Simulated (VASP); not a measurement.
# TiO2 (I4_1/amd) in VASP: single point with PBE

Aim: the single point of TiO2 with PBE.

All numbers are computed with VASP 6.6.1; they aren't measurements. Logs are shortened: lines on timing, memory, paths and dates and some standing lists are left out, and cuts for length are marked.

## (1) The cell of the first run

The structure is tetragonal, space group I4_1/amd (No. 141). The conventional cell has a = 3.898 Å, b = 3.898 Å, c = 9.229 Å, α = 90.00°, β = 90.00°, γ = 90.00°. Ti (site symmetry -4m2) has 6 O at 1.96 to 1.98 Å within 2.6 Å. O (site symmetry 2mm) has 3 Ti at 1.96 to 1.98 Å and 2 O at 2.53 Å within 2.6 Å.

## (2) Single point, PBE

The input, INCAR:

```
PREC     = Accurate       # precision mode
ENCUT    = 520            # plane-wave cutoff, eV
EDIFF    = 1E-6           # SCF threshold, eV
ISMEAR   = 0              # smearing method
SIGMA    = 0.01           # smearing width, eV
LREAL    = False          # projectors in reciprocal space
LASPH    = True           # aspherical terms in the spheres
NELM     = 80             # most SCF steps
ALGO     = Normal         # electronic algorithm
ISIF     = 2              # what is computed and relaxed
LWAVE    = False          # write WAVECAR
LCHARG   = False          # write CHGCAR
GGA      = PE             # functional
NBANDS   = 33             # bands
```

The input, KPOINTS:

```
regular mesh
0
Gamma
  7 7 7
```

The input, POSCAR:

```
TiO2
1.0
   -1.9488630000      1.9488630000      4.6145810000
    1.9488630000     -1.9488630000      4.6145810000
    1.9488630000      1.9488630000     -4.6145810000
Ti O
2 4
Direct
    0.0000000000      0.0000000000      0.0000000000
    0.7500000000      0.2500000000      0.5000000000
    0.2126307544      0.2126307544      0.0000000000
    0.9626307544      0.4626307544      0.5000000000
    0.5373692456      0.0373692456      0.5000000000
    0.7873692456      0.7873692456      0.0000000000
```

Potentials or basis: VASP PAW PBE potentials, release 64 (Ti_sv, O).

Run with:

```bash
> cat potpaw_PBE.64/Ti_sv/POTCAR potpaw_PBE.64/O/POTCAR > POTCAR
> mpirun -np 1 vasp_std > vasp.out
```

OUTCAR:

```text
PREC = Accurate
   ENCUT = 520
   EDIFF = 1E-6
   ISMEAR = 0
   LREAL = False
   LASPH = True
   NELM = 80
   ISIF = 2
   GGA = PE

 ion  position               nearest neighbor table
   1  0.000  0.000  0.000-   3 1.96   6 1.96   4 1.98   5 1.98   5 1.98   4 1.98
   2  0.750  0.250  0.500-   4 1.96   5 1.96   6 1.98   3 1.98   6 1.98   3 1.98
   3  0.213  0.213  0.000-   1 1.96   2 1.98   2 1.98
   4  0.963  0.463  0.500-   2 1.96   1 1.98   1 1.98
   5  0.537  0.037  0.500-   2 1.96   1 1.98   1 1.98
   6  0.787  0.787  0.000-   1 1.96   2 1.98   2 1.98

  LATTYP: Found a body centered tetragonal cell.
 ALAT       =     3.8977260000
 C/A-ratio  =     2.3678324233

  Lattice vectors:

 A1 = (  -1.9488630000,   1.9488630000,   4.6145810000)
 A2 = (   1.9488630000,  -1.9488630000,   4.6145810000)
 A3 = (   1.9488630000,   1.9488630000,  -4.6145810000)

Analysis of symmetry for initial positions (statically):
=====================================================================
 Subroutine PRICEL returns:
 Original cell was already a primitive cell.

 Routine SETGRP: Setting up the symmetry group for a
 body centered tetragonal supercell.

 Subroutine GETGRP returns: Found 16 space group operations
 (whereof  8 operations were pure point group operations)
 out of a pool of 16 trial point group operations.

The static configuration has the point symmetry D_2d.
 The point group associated with its full space group is D_4h.

Analysis of symmetry for dynamics (positions and initial velocities):
=====================================================================
 Subroutine PRICEL returns:
 Original cell was already a primitive cell.

 Routine SETGRP: Setting up the symmetry group for a
 body centered tetragonal supercell.

 Subroutine GETGRP returns: Found 16 space group operations
 (whereof  8 operations were pure point group operations)
 out of a pool of 16 trial point group operations.

The dynamic configuration has the point symmetry D_2d.
 The point group associated with its full space group is D_4h.

 Subroutine INISYM returns: Found 16 space group operations
 (whereof  8 operations are pure point group operations),
 and found     1 'primitive' translations

----------------------------------------------------------------------------------------

                                     Primitive cell

  volume of cell :      70.1060

  direct lattice vectors                    reciprocal lattice vectors
    -1.948863000  1.948863000  4.614581000     0.000000000  0.256559851  0.108352199
     1.948863000 -1.948863000  4.614581000     0.256559851  0.000000000  0.108352199
     1.948863000  1.948863000 -4.614581000     0.256559851  0.256559851  0.000000000

  length of vectors
     5.374987608  5.374987608  5.374987608     0.278501627  0.278501627  0.362830420

  position of ions in fractional coordinates (direct lattice)
     0.000000000  0.000000000  0.000000000
     0.750000000  0.250000000  0.500000000
     0.212630754  0.212630754  0.000000000
     0.962630754  0.462630754  0.500000000
     0.537369246  0.037369246  0.500000000
     0.787369246  0.787369246  0.000000000

  ion indices of the primitive-cell ions
   primitive index   ion index
                 1           1
                 2           2
                 3           3
                 4           4
                 5           5
                 6           6

----------------------------------------------------------------------------------------

 KPOINTS: regular mesh

Automatic generation of k-mesh.
 Grid dimensions read from file:
 generate k-points for:    7    7    7

 Generating k-lattice:

  Cartesian coordinates                     Fractional coordinates (reciprocal lattice)
     0.000000000  0.036651407  0.015478886     0.142857143  0.000000000  0.000000000
     0.036651407  0.000000000  0.015478886     0.000000000  0.142857143  0.000000000
     0.036651407  0.036651407  0.000000000     0.000000000  0.000000000  0.142857143

  Length of vectors
     0.039785947  0.039785947  0.051832917

  Shift w.r.t. Gamma in fractional coordinates (k-lattice)
     0.000000000  0.000000000  0.000000000

 Subroutine IBZKPT returns following result:
 ===========================================

 Found     40 irreducible k-points:

 Following reciprocal coordinates:
            Coordinates               Weight
  0.000000  0.000000  0.000000      1.000000
  0.142857  0.000000  0.000000      8.000000
  0.285714  0.000000 -0.000000      8.000000
  0.428571  0.000000 -0.000000      8.000000
  0.142857  0.142857  0.000000      8.000000
  0.285714  0.142857  0.000000     16.000000
[... 16 lines left out ...]
 -0.142857  0.285714  0.142857      8.000000
 -0.428571  0.428571  0.142857      8.000000
 [... further k-points ...]
   k-points           NKPTS =     40   k-points in BZ     NKDIM =     40   number of bands    NBANDS=     33
   number of dos      NEDOS =    301   number of ions     NIONS =      6
   total plane-waves  NPLWV =  64000
   dimension x,y,z NGX =    40 NGY =   40 NGZ =   40
   dimension x,y,z NGXF=    80 NGYF=   80 NGZF=   80
   ions per type =               2   4
   NGX,Y,Z   is equivalent  to a cutoff of  12.37, 12.37, 12.37 a.u.
   NGXF,Y,Z  is equivalent  to a cutoff of  24.74, 24.74, 24.74 a.u.
 SYSTEM =  unknown system
   PREC   = accura    normal or accurate (medium, high low for compatibility)
   ISTART =      0    job   : 0-new  1-cont  2-samecut
   ICHARG =      2    charge: 1-file 2-atom 10-const
   ISPIN  =      1    spin polarized calculation?
   LNONCOLLINEAR =      F non collinear calculations
   LSORBIT =      F    spin-orbit coupling
   LASPH  =      T    aspherical Exc in radial PAW
   ENCUT  =  520.0 eV  38.22 Ry    6.18 a.u.   9.99  9.99  9.99*2*pi/ulx,y,z
   NELM   =     80;   NELMIN=  2; NELMDL= -5     # of ELM steps
   EDIFF  = 0.1E-05   stopping-criterion for ELM
   LREAL  =      F    real-space projection
   EDIFFG = 0.1E-04   stopping-criterion for IOM
   NSW    =      0    number of steps for IOM
   IBRION =     -1    ionic relax: 0-MD 1-quasi-New 2-CG
   NFREE  =      0    steps in history (QN), initial steepest desc. (CG)
   ISIF   =      2    stress and relaxation
   ISYM   =      2    0-nonsym 1-usesym 2-fastsym
   POTIM  = 0.5000    time-step for ionic-motion
   TEBEG  =    0.0;   TEEND  =   0.0 temperature during run
   PSTRESS=    0.0 pullay stress
   NELECT =      48.0000    total number of electrons
   NUPDOWN=      -1.0000    fix difference up-down
   EMIN   =  10.00;   EMAX   =-10.00  energy-range for DOS
   EFERMI =   0.00;   METHOD = LEGACY
   ISMEAR =     0;   SIGMA  =   0.01  broadening in eV -4-tet -1-fermi 0-gaus
   EFERMI_NEDOS =   21; number of points for ismear=-14 and -15
   IALGO  =     38    algorithm
   IMIX   =      4    mixing-type and parameters
     AMIX     =   0.40;   BMIX     =  1.00
     AMIX_MAG =   1.60;   BMIX_MAG =  1.00
  volume/ion in A,a.u.               =      11.68        78.85
  Fermi-wavevector in a.u.,A,eV,Ry     =   1.442902  2.726690 28.326884  2.081967
  Thomas-Fermi vector in A             =   2.561370
   LORBIT       =      0    0 simple, 1 ext, 2 COOP (PROOUT), +10 PAW based schemes
   GGA     = PE    functional components
   LHFCALC =     F    Hartree Fock is set to
   AEXX    =    0.0000 exact exchange contribution
   IVDW    =     0    specifies the selected vdW correction
   LEPSILON=     F    determine dielectric tensor
   LRPA    =     F    only Hartree local field effects (RPA)
 non-spin polarized calculation
 Gauss-broadening in eV      SIGMA  =   0.01
  energy-cutoff  :      520.00
  volume of cell :       70.11
 maximum number of plane-waves:      1904
   NGX = 19   NGY = 19   NGZ = 19

 number of electron      48.0000007 magnetization

 Free energy of the ion-electron system (eV)
  ---------------------------------------------------
  ext. energy  EPLUGINS =         0.00000000
  ---------------------------------------------------
  free energy    TOTEN  =       -53.78067452 eV

  energy without entropy =      -53.78067452  energy(sigma->0) =      -53.78067452

 E-fermi :   3.2129     XC(G=0): -10.6102

 val. band max:        3.1447401643   @ k =  -0.4286   0.4286   0.0000
 cond. band min:       5.0099077755   @ k =   0.0000   0.0000   0.0000
 fundamental gap:      1.8651676112
 Fermi energy:         3.2129098482

 k-point     1 :       0.0000    0.0000    0.0000
  band No.  band energies     occupation
      1     -53.4416      2.00000
      2     -53.3791      2.00000
      3     -29.8711      2.00000
      4     -29.6536      2.00000
      5     -29.6536      2.00000
      6     -29.5740      2.00000
[... 25 lines left out ...]
     32       7.8497      0.00000
     33       8.4266      0.00000

 k-point     2 :       0.1429    0.0000    0.0000
  band No.  band energies     occupation
      1     -53.4390      2.00000
      2     -53.3811      2.00000
      3     -29.8667      2.00000
      4     -29.6753      2.00000
      5     -29.6558      2.00000
      6     -29.5800      2.00000
[... 25 lines left out ...]
     32       8.1639      0.00000
     33       8.6473      0.00000

 k-point     3 :       0.2857    0.0000   -0.0000
  band No.  band energies     occupation
      1     -53.4325      2.00000
      2     -53.3865      2.00000
      3     -29.8567      2.00000
      4     -29.7212      2.00000
      5     -29.6602      2.00000
      6     -29.5900      2.00000
[... 25 lines left out ...]
     32       8.3946      0.00000
     33       9.2222      0.00000

 k-point     4 :       0.4286    0.0000   -0.0000
  band No.  band energies     occupation
      1     -53.4258      2.00000
      2     -53.3923      2.00000
      3     -29.8473      2.00000
      4     -29.7584      2.00000
      5     -29.6633      2.00000
      6     -29.5931      2.00000
[... 673 lines left out ...]
     32       9.0920      0.00000
     33       9.7271      0.00000

 k-point    23 :      -0.1429    0.2857    0.1429
  band No.  band energies     occupation
      1     -53.4278      2.00000
      2     -53.3902      2.00000
      3     -29.8603      2.00000
      4     -29.7445      2.00000
      5     -29.6613      2.00000
      6     -29.6056      2.00000
[... 25 lines left out ...]
     32       8.5132      0.00000
     33       9.6783      0.00000

 k-point    24 :      -0.4286    0.4286    0.1429
  band No.  band energies     occupation
      1     -53.4144      2.00000
      2     -53.4019      2.00000
      3     -29.8373      2.00000
      4     -29.7968      2.00000
      5     -29.6720      2.00000
      6     -29.6516      2.00000
[... 25 lines left out ...]
     32       9.5021      0.00000
     33       9.9809      0.00000

 [... further k-points ...]

------------------------ aborting loop because EDIFF is reached ----------------------------------------

  FORCE on cell =-STRESS in cart. coord.  units (eV):
  Direction    XX          YY          ZZ          XY          YZ          ZX
  --------------------------------------------------------------------------------------
  -------------------------------------------------------------------------------------
  Total       -2.0738664     -2.0738664      1.6327751      0.0000000      0.0000000      0.0000000
  in kB      -47.3954294    -47.3954294     37.3148824      0.0000000      0.0000000      0.0000000
  external PRESSURE =     -19.1586588 kB  Pullay stress =       0.0000000 kB

 VOLUME and BASIS-vectors are now :
 -----------------------------------------------------------------------------
  energy-cutoff  :      520.00
  volume of cell :       70.11
      direct lattice vectors                 reciprocal lattice vectors
    -1.948863000  1.948863000  4.614581000     0.000000000  0.256559851  0.108352199
     1.948863000 -1.948863000  4.614581000     0.256559851  0.000000000  0.108352199
     1.948863000  1.948863000 -4.614581000     0.256559851  0.256559851  0.000000000

 POSITION                                       TOTAL-FORCE (eV/Angst)
 -----------------------------------------------------------------------------------
      0.00000      0.00000      0.00000        -0.000000     -0.000000     -0.000000
      0.00000      1.94886      2.30729        -0.000000     -0.000000     -0.000000
      0.00000      0.00000      1.96240         0.000000     -0.000000      0.035691
      0.00000      1.94886      4.26969        -0.000000      0.000000      0.035691
      0.00000      1.94886      0.34489        -0.000000      0.000000     -0.035691
      0.00000      0.00000      7.26676         0.000000     -0.000000     -0.035691
 -----------------------------------------------------------------------------------
    total drift:                                0.000000      0.000000     -0.000000

  FREE ENERGIE OF THE ION-ELECTRON SYSTEM (eV)
  ---------------------------------------------------
  free  energy   TOTEN  =       -53.7806745157 eV

  energy  without entropy=      -53.7806745157  energy(sigma->0) =      -53.78067452
```

Wall time 4.3 min (1 thread of Intel Xeon 8259CL, shared host); peak memory 0.27 GiB.

Results:

```yaml
Free_energy: -53.7807 eV
Pressure: -1.9 GPa
Largest_force: 0.036 eV/Å
Band_gap_on_the_k_mesh: 1.87 eV (least direct gap 2.31 eV)
```

Forces in eV/Å, atoms in the order of the input:
```
Ti   0.000  0.000  0.000
Ti   0.000  0.000  0.000
O    0.000  0.000  0.036
O    0.000  0.000  0.036
O    0.000  0.000 -0.036
O    0.000  0.000 -0.036
```

Levels at points of the mesh, in eV from the valence-band top:
| k point | band 20 | band 21 | band 22 | band 23 | band 24 | band 25 | band 26 | band 27 | band 28 | band 29 |
| --- | --- | --- | --- | --- | --- | --- | --- | --- | --- | --- |
| (0.00, 0.00, 0.00) | -0.67 | -0.67 | -0.64 | -0.53 | -0.53 | 1.87 | 2.71 | 3.52 | 3.52 | 3.65 |

Caveat: the stress differs along the axes, from -5 to 4 GPa.
